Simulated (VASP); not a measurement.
Here is a VASP 6.6.1 calculation.

File INCAR:

```
SYSTEM = Nb
ALGO = Normal ; EDIFF = 1E-6
ENCUT = 500 ; GGA = PE
GGA_COMPAT = .FALSE. ; ISIF = 2
ISMEAR = 0 ; LASPH = .TRUE.
LCHARG = .TRUE. ; LELF = .TRUE.
LREAL = .FALSE. ; LVHAR = .TRUE.
LWAVE = .FALSE. ; NBANDS = 12
NELM = 120 ; PREC = Accurate
SIGMA = 0.017
```

File KPOINTS:

```
k-points
0
G
  11 11 11
  0 0 0
```

Contents of POSCAR:

```
Nb
1.0
   -1.6639500000      1.6639500000      1.6639500000
    1.6639500000     -1.6639500000      1.6639500000
    1.6639500000      1.6639500000     -1.6639500000
Nb
1
Direct
    0.0000000000      0.0000000000      0.0000000000
```

Potentials or basis: VASP PAW PBE potentials, release 64 (Nb_sv).

Launch:

```console
$ cat potpaw_PBE.64/Nb_sv/POTCAR > POTCAR
$ mpirun -np 1 vasp_std > vasp.out
```

Q: Estimate the pressure.

A: -2.1 GPa.
